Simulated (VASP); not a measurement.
# CsLiCr2Te2S3 (Pm) in VASP: single point with PBE

Aim: the single point of CsLiCr2Te2S3 with PBE.

All numbers are computed with VASP 6.6.1; they aren't measurements. Logs are shortened: lines on timing, memory, paths and dates and some standing lists are left out, and cuts for length are marked.

### 1 The cell of the first run

Symmetry: Pm, No. 6, monoclinic system. The conventional cell has a = 6.938 Å, b = 3.824 Å, c = 8.300 Å, α = 90.00°, β = 109.47°, γ = 90.00°. Cs (site symmetry m) has 5 S at 3.14 to 3.92 Å and 3 Te at 3.52 to 3.89 Å and 1 Cr at 3.82 Å and 2 Cs at 3.82 Å within 4.1 Å. Within 2.9 Å of Li (site symmetry m) lie 4 S at 2.16 to 2.68 Å and 3 Cr at 2.75 to 2.80 Å and 2 Te at 2.75 Å. Within 3.2 Å of Cr (site symmetry m) lie 5 S at 2.41 to 2.54 Å and 2 Li at 2.75 Å and 1 Te at 2.77 Å. Cr (site symmetry m) has 2 S at 2.35 to 2.46 Å and 4 Te at 2.71 to 2.73 Å and 1 Li at 2.80 Å within 3.1 Å. Within 3.6 Å of Te (site symmetry m) lie 3 Cr at 2.71 to 2.77 Å and 2 S at 3.49 Å. Within 3.2 Å of Te (site symmetry m) lie 3 S at 2.45 to 3.09 Å and 2 Cr at 2.73 Å and 2 Li at 2.75 Å. Within 2.9 Å of S (site symmetry m) lie 2 Li at 2.16 Å and 1 Te at 2.45 Å and 1 Cr at 2.47 Å. Within 3.3 Å of S (site symmetry m) lie 3 Cr at 2.35 to 2.41 Å and 1 Li at 2.68 Å and 2 Te at 3.09 Å and 3 S at 3.14 to 3.24 Å.

### 2 Single point, PBE, collinear spin, ferromagnetic start

INCAR

```
SYSTEM = CsLiCr2Te2S3
PREC = Accurate
ENCUT = 520
EDIFF = 1E-6
ISMEAR = -1
SIGMA = 0.05
LREAL = .False.
LASPH = .True.
NELM = 150
ALGO = Normal
ISIF = 2
LWAVE = .False.
LCHARG = .False.
ISPIN = 2
MAGMOM = 0 0 3 3 0 0 0 0 0
LORBIT = 11
LMAXMIX = 4
GGA = PE
NBANDS = 47
```

KPOINTS

```
regular mesh
0
Gamma
  3 5 3
  0 0 0
```

POSCAR

```
CsLiCr2Te2S3
1.0
    6.9378312444      0.0000000000     -0.0509618543
    0.0000000000      3.8242173865      0.0000000000
   -2.7092079211      0.0000000000      7.8457748046
Cs Li Cr Te S
1 1 2 2 3
Direct
    0.0895239081      0.0000000000      0.3912559798
    0.8468122954      0.5000000000      0.7765074270
    0.1273494298      0.0000000000      0.9429668940
    0.6011700567      0.5000000000      0.9850151534
    0.5166692199      0.0000000000      0.1836897293
    0.5496530431      0.0000000000      0.7397540896
    0.8581234330      0.0000000000      0.6586721839
    0.2497228635      0.5000000000      0.8282820234
    0.9754257504      0.5000000000      0.0617965196
```

Potentials or basis: VASP PAW PBE potentials, release 64 (Cs_sv, Li_sv, Cr_pv, Te, S).

The run is started by

```
cat potpaw_PBE.64/Cs_sv/POTCAR potpaw_PBE.64/Li_sv/POTCAR potpaw_PBE.64/Cr_pv/POTCAR potpaw_PBE.64/Te/POTCAR potpaw_PBE.64/S/POTCAR > POTCAR
mpirun -np 1 vasp_std > vasp.out
```

OUTCAR:

```text
SYSTEM = CsLiCr2Te2S3
   PREC = Accurate
   ENCUT = 520
   EDIFF = 1E-6
   ISMEAR = -1
   LREAL = .False.
   LASPH = .True.
   NELM = 150
   ISIF = 2
   ISPIN = 2
   LORBIT = 11
   GGA = PE

 ion  position               nearest neighbor table
   1  0.090  0.000  0.391-
   2  0.847  0.500  0.777-   7 2.16   7 2.16   9 2.23   8 2.68   3 2.75   3 2.75   6 2.75   6 2.75
                             4 2.80
   3  0.127  0.000  0.943-   8 2.41   8 2.41   7 2.47   9 2.54   9 2.54   2 2.75   2 2.75   5 2.77

   4  0.601  0.500  0.985-   8 2.35   9 2.46   5 2.71   5 2.71   6 2.73   6 2.73   2 2.80
   5  0.517  0.000  0.184-   4 2.71   4 2.71   3 2.77
   6  0.550  0.000  0.740-   7 2.45   4 2.73   4 2.73   2 2.75   2 2.75   8 3.09   8 3.09
   7  0.858  0.000  0.659-   2 2.16   2 2.16   6 2.45   3 2.47
   8  0.250  0.500  0.828-   4 2.35   3 2.41   3 2.41   2 2.68   6 3.09   6 3.09
   9  0.975  0.500  0.062-   2 2.23   4 2.46   3 2.54   3 2.54

  LATTYP: Found a simple monoclinic cell.
 ALAT       =     6.9380184121
 B/A-ratio  =     0.5511973534
 C/A-ratio  =     1.1963590082
 COS(beta)  =    -0.3333306218

  Lattice vectors:

 A1 = (   6.9378312444,   0.0000000000,  -0.0509618543)
 A2 = (   0.0000000000,   3.8242173865,   0.0000000000)
 A3 = (  -2.7092079211,   0.0000000000,   7.8457748046)

Analysis of symmetry for initial positions (statically):
=====================================================================
 Subroutine PRICEL returns:
 Original cell was already a primitive cell.

 Routine SETGRP: Setting up the symmetry group for a
 simple monoclinic supercell.

 Subroutine GETGRP returns: Found  2 space group operations
 (whereof  2 operations were pure point group operations)
 out of a pool of  4 trial point group operations.

The static configuration has the point symmetry C_1h.

Analysis of symmetry for dynamics (positions and initial velocities):
=====================================================================
 Subroutine PRICEL returns:
 Original cell was already a primitive cell.

 Routine SETGRP: Setting up the symmetry group for a
 simple monoclinic supercell.

 Subroutine GETGRP returns: Found  2 space group operations
 (whereof  2 operations were pure point group operations)
 out of a pool of  4 trial point group operations.

The dynamic configuration has the point symmetry C_1h.

Analysis of structural, dynamic, and magnetic symmetry:
=====================================================================
 Subroutine PRICEL returns:
 Original cell was already a primitive cell.

 Routine SETGRP: Setting up the symmetry group for a
 simple monoclinic supercell.

 Subroutine GETGRP returns: Found  2 space group operations
 (whereof  2 operations were pure point group operations)
 out of a pool of  4 trial point group operations.

The overall configuration has the point symmetry C_1h.

 Subroutine INISYM returns: Found  2 space group operations
 (whereof  2 operations are pure point group operations),
 and found     1 'primitive' translations

----------------------------------------------------------------------------------------

                                     Primitive cell

  volume of cell :     207.6343

  direct lattice vectors                    reciprocal lattice vectors
     6.937831244  0.000000000 -0.050961854     0.144503790  0.000000000  0.049898298
     0.000000000  3.824217386  0.000000000     0.000000000  0.261491411  0.000000000
    -2.709207921  0.000000000  7.845774805     0.000938617  0.000000000  0.127781250

  length of vectors
     6.938018412  3.824217386  8.300360826     0.152876373  0.261491411  0.127784697

  position of ions in fractional coordinates (direct lattice)
     0.089523908  0.000000000  0.391255980
     0.846812295  0.500000000  0.776507427
     0.127349430  0.000000000  0.942966894
     0.601170057  0.500000000  0.985015153
     0.516669220  0.000000000  0.183689729
     0.549653043  0.000000000  0.739754090
     0.858123433  0.000000000  0.658672184
     0.249722863  0.500000000  0.828282023
     0.975425750  0.500000000  0.061796520

  ion indices of the primitive-cell ions
   primitive index   ion index
                 1           1
                 2           2
                 3           3
                 4           4
                 5           5
                 6           6
                 7           7
                 8           8
                 9           9

----------------------------------------------------------------------------------------

 KPOINTS: regular mesh

Automatic generation of k-mesh.
 Grid dimensions read from file:
 generate k-points for:    3    5    3

 Generating k-lattice:

  Cartesian coordinates                     Fractional coordinates (reciprocal lattice)
     0.048167930  0.000000000  0.016632766     0.333333333  0.000000000  0.000000000
     0.000000000  0.052298282  0.000000000     0.000000000  0.200000000  0.000000000
     0.000312872  0.000000000  0.042593750     0.000000000  0.000000000  0.333333333

  Length of vectors
     0.050958791  0.052298282  0.042594899

  Shift w.r.t. Gamma in fractional coordinates (k-lattice)
     0.000000000  0.000000000  0.000000000

 Subroutine IBZKPT returns following result:
 ===========================================

 Found     15 irreducible k-points:

 Following reciprocal coordinates:
            Coordinates               Weight
  0.000000  0.000000  0.000000      1.000000
  0.333333  0.000000 -0.000000      2.000000
  0.000000  0.200000  0.000000      2.000000
  0.333333  0.200000 -0.000000      4.000000
  0.000000  0.400000  0.000000      2.000000
  0.333333  0.400000 -0.000000      4.000000
  0.000000  0.000000  0.333333      2.000000
  0.333333  0.000000  0.333333      2.000000
 -0.333333  0.000000  0.333333      2.000000
  0.000000  0.200000  0.333333      4.000000
  0.333333  0.200000  0.333333      4.000000
 -0.333333  0.200000  0.333333      4.000000
  0.000000  0.400000  0.333333      4.000000
  0.333333  0.400000  0.333333      4.000000
 -0.333333  0.400000  0.333333      4.000000
   k-points           NKPTS =     15   k-points in BZ     NKDIM =     15   number of bands    NBANDS=     47
   number of dos      NEDOS =    301   number of ions     NIONS =      9
   total plane-waves  NPLWV =  96768
   dimension x,y,z NGX =    54 NGY =   28 NGZ =   64
   dimension x,y,z NGXF=   108 NGYF=   56 NGZF=  128
   ions per type =               1   1   2   2   3
   NGX,Y,Z   is equivalent  to a cutoff of  12.94, 12.17, 12.82 a.u.
   NGXF,Y,Z  is equivalent  to a cutoff of  25.88, 24.34, 25.64 a.u.
 SYSTEM =  CsLiCr2Te2S3
   PREC   = accura    normal or accurate (medium, high low for compatibility)
   ISTART =      0    job   : 0-new  1-cont  2-samecut
   ICHARG =      2    charge: 1-file 2-atom 10-const
   ISPIN  =      2    spin polarized calculation?
   LNONCOLLINEAR =      F non collinear calculations
   LSORBIT =      F    spin-orbit coupling
   LASPH  =      T    aspherical Exc in radial PAW
   ENCUT  =  520.0 eV  38.22 Ry    6.18 a.u.  12.90  7.11 15.43*2*pi/ulx,y,z
   NELM   =    150;   NELMIN=  2; NELMDL= -5     # of ELM steps
   EDIFF  = 0.1E-05   stopping-criterion for ELM
   LREAL  =      F    real-space projection
   EDIFFG = 0.1E-04   stopping-criterion for IOM
   NSW    =      0    number of steps for IOM
   IBRION =     -1    ionic relax: 0-MD 1-quasi-New 2-CG
   NFREE  =      0    steps in history (QN), initial steepest desc. (CG)
   ISIF   =      2    stress and relaxation
   ISYM   =      2    0-nonsym 1-usesym 2-fastsym
   POTIM  = 0.5000    time-step for ionic-motion
   TEBEG  =    0.0;   TEEND  =   0.0 temperature during run
   PSTRESS=    0.0 pullay stress
   NELECT =      66.0000    total number of electrons
   NUPDOWN=      -1.0000    fix difference up-down
   EMIN   =  10.00;   EMAX   =-10.00  energy-range for DOS
   EFERMI =   0.00;   METHOD = LEGACY
   ISMEAR =    -1;   SIGMA  =   0.05  broadening in eV -4-tet -1-fermi 0-gaus
   EFERMI_NEDOS =   21; number of points for ismear=-14 and -15
   IALGO  =     38    algorithm
   IMIX   =      4    mixing-type and parameters
     AMIX     =   0.40;   BMIX     =  1.00
     AMIX_MAG =   1.60;   BMIX_MAG =  1.00
  volume/ion in A,a.u.               =      23.07       155.69
  Fermi-wavevector in a.u.,A,eV,Ry     =   1.117266  2.111326 16.983913  1.248282
  Thomas-Fermi vector in A             =   2.253887
   LORBIT       =     11    0 simple, 1 ext, 2 COOP (PROOUT), +10 PAW based schemes
   GGA     = PE    functional components
   LHFCALC =     F    Hartree Fock is set to
   AEXX    =    0.0000 exact exchange contribution
   IVDW    =     0    specifies the selected vdW correction
   LEPSILON=     F    determine dielectric tensor
   LRPA    =     F    only Hartree local field effects (RPA)
 spin polarized calculation
  energy-cutoff  :      520.00
  volume of cell :      207.63
 maximum number of plane-waves:      5620
 NGX is ok and might be reduce to    54
   NGX = 25   NGY = 15   NGZ = 31

 number of electron      65.9999997 magnetization       5.9944201

 Free energy of the ion-electron system (eV)
  ---------------------------------------------------
  ext. energy  EPLUGINS =         0.00000000
  ---------------------------------------------------
  free energy    TOTEN  =       -45.65654427 eV

  energy without entropy =      -45.65509342  energy(sigma->0) =      -45.65581884

 E-fermi :   5.5202     XC(G=0):  -9.4227

 val. band max:        5.3733543800   @ k =   0.0000   0.0000   0.0000
 cond. band min:       5.6897838515   @ k =   0.3333   0.0000  -0.0000
 fundamental gap:      0.3164294715
 Fermi energy:         5.5202486604

 spin component 1

 k-point     1 :       0.0000    0.0000    0.0000
  band No.  band energies     occupation
      1     -40.1342      1.00000
      2     -39.2002      1.00000
      3     -39.1861      1.00000
      4     -39.1646      1.00000
      5     -38.9376      1.00000
      6     -38.9068      1.00000
[... 37 lines left out ...]
     44       9.6853      0.00000
     45      10.3344      0.00000
[... 630 lines left out ...]
      4     -39.1649      1.00000
      5     -38.9372      1.00000
      6     -38.9125      1.00000
[... 37 lines left out ...]
     44       9.7350      0.00000
     45      10.0496      0.00000
 Fermi energy:         5.5202486604

 spin component 2

 k-point     1 :       0.0000    0.0000    0.0000
  band No.  band energies     occupation
      1     -40.1356      1.00000
      2     -36.2749      1.00000
      3     -36.1604      1.00000
      4     -36.1176      1.00000
      5     -36.0733      1.00000
      6     -36.0310      1.00000
[... 37 lines left out ...]
     44       9.9485      0.00000
     45      10.6073      0.00000
[... 630 lines left out ...]
      4     -36.1166      1.00000
      5     -36.0730      1.00000
      6     -36.0297      1.00000
[... 37 lines left out ...]
     44      10.0321      0.00000
     45      10.4520      0.00000
 [bands above 45 left out]

------------------------ aborting loop because EDIFF is reached ----------------------------------------

  FORCE on cell =-STRESS in cart. coord.  units (eV):
  Direction    XX          YY          ZZ          XY          YZ          ZX
  --------------------------------------------------------------------------------------
  -------------------------------------------------------------------------------------
  Total        6.4296215      6.5501646      6.5605450      0.0000000      0.0000000      0.0001113
  in kB       49.6131516     50.5433037     50.6234025      0.0000000      0.0000000      0.0008589
  external PRESSURE =      50.2599526 kB  Pullay stress =       0.0000000 kB

 VOLUME and BASIS-vectors are now :
 -----------------------------------------------------------------------------
  energy-cutoff  :      520.00
  volume of cell :      207.63
      direct lattice vectors                 reciprocal lattice vectors
     6.937831244  0.000000000 -0.050961854     0.144503790  0.000000000  0.049898298
     0.000000000  3.824217386  0.000000000     0.000000000  0.261491411  0.000000000
    -2.709207921  0.000000000  7.845774805     0.000938617  0.000000000  0.127781250

 POSITION                                       TOTAL-FORCE (eV/Angst)
 -----------------------------------------------------------------------------------
     -0.43889      0.00000      3.06514         0.005416      0.000000      0.004023
      3.77132      1.91211      6.04915        -0.011177      0.000000      0.008479
     -1.67116      0.00000      7.39182         0.001007      0.000000      0.010851
      1.50221      1.91211      7.69757         0.003226      0.000000      0.001618
      3.08691      0.00000      1.41486        -0.001741      0.000000     -0.002513
      1.80925      0.00000      5.77593         0.017065      0.000000     -0.005924
      4.16904      0.00000      5.12406        -0.022355      0.000000     -0.008389
     -0.51145      1.91211      6.48579         0.007367      0.000000     -0.003988
      6.59992      1.91211      0.43513         0.001193      0.000000     -0.004158
 -----------------------------------------------------------------------------------
    total drift:                                0.001064     -0.000000     -0.000597

  FREE ENERGIE OF THE ION-ELECTRON SYSTEM (eV)
  ---------------------------------------------------
  free  energy   TOTEN  =       -45.6565442659 eV

  energy  without entropy=      -45.6550934178  energy(sigma->0) =      -45.65581884

 total charge

# of ion       s       p       d       tot
------------------------------------------
    1        1.840   4.700   0.065   6.605
    2        2.042   0.105   0.000   2.147
    3        0.267   6.243   4.063  10.573
    4        0.273   6.257   4.120  10.651
    5        1.366   2.036   0.027   3.429
    6        1.400   1.949   0.064   3.413
    7        1.355   2.413   0.000   3.768
    8        1.341   2.387   0.000   3.728
    9        1.326   2.424   0.000   3.750
--------------------------------------------------
tot         11.211  28.514   8.340  48.064

 magnetization (x)

# of ion       s       p       d       tot
------------------------------------------
    1        0.000  -0.001   0.002   0.001
    2       -0.001   0.000   0.000  -0.000
    3        0.045   0.042   2.906   2.993
    4        0.040   0.040   2.811   2.891
    5       -0.004  -0.128   0.008  -0.124
    6       -0.002  -0.041   0.004  -0.039
    7        0.000  -0.031   0.000  -0.031
    8       -0.005  -0.090   0.000  -0.095
    9       -0.002  -0.039   0.000  -0.042
--------------------------------------------------
tot          0.072  -0.249   5.731   5.553
```

Wall time 13 min (1 thread of Intel Xeon 8259CL, shared host); peak memory 0.53 GiB.

Results:

```
Free energy                                           : -45.6565 eV
Largest force                                         : 0.024 eV/Å
Band gap on the k mesh                                : 0.32 eV (least direct gap 0.46 eV)
Net moment                                            : 5.99 μB per cell
Site moments                                          : Cs +0.00; Li -0.00; Cr +2.99, +2.89; Te -0.12, -0.04; S -0.03, -0.10, -0.04 μB
Valence electrons inside the program's atomic spheres : Cs 6.61; Li 2.15; Cr 10.57, 10.65; Te 3.43, 3.41; S 3.77, 3.73, 3.75
```

Forces on the atoms (eV/Å):
```
Cs   0.005  0.000  0.004
Li  -0.011  0.000  0.008
Cr   0.001  0.000  0.011
Cr   0.003  0.000  0.002
Te  -0.002  0.000 -0.003
Te   0.017  0.000 -0.006
S   -0.022  0.000 -0.008
S    0.007  0.000 -0.004
S    0.001  0.000 -0.004
```

Caveat: the cutoff is under 1.25 times the usual one of these potentials, so pressure, stress and relaxed cells hold a basis-set (Pulay) error; spin-orbit coupling is left out, which moves the levels of the heavy elements; an odd mesh through Γ misses points on the zone boundary, where band edges can lie; only a ferromagnetic start was run, and an antiferromagnetic order may lie lower in energy.
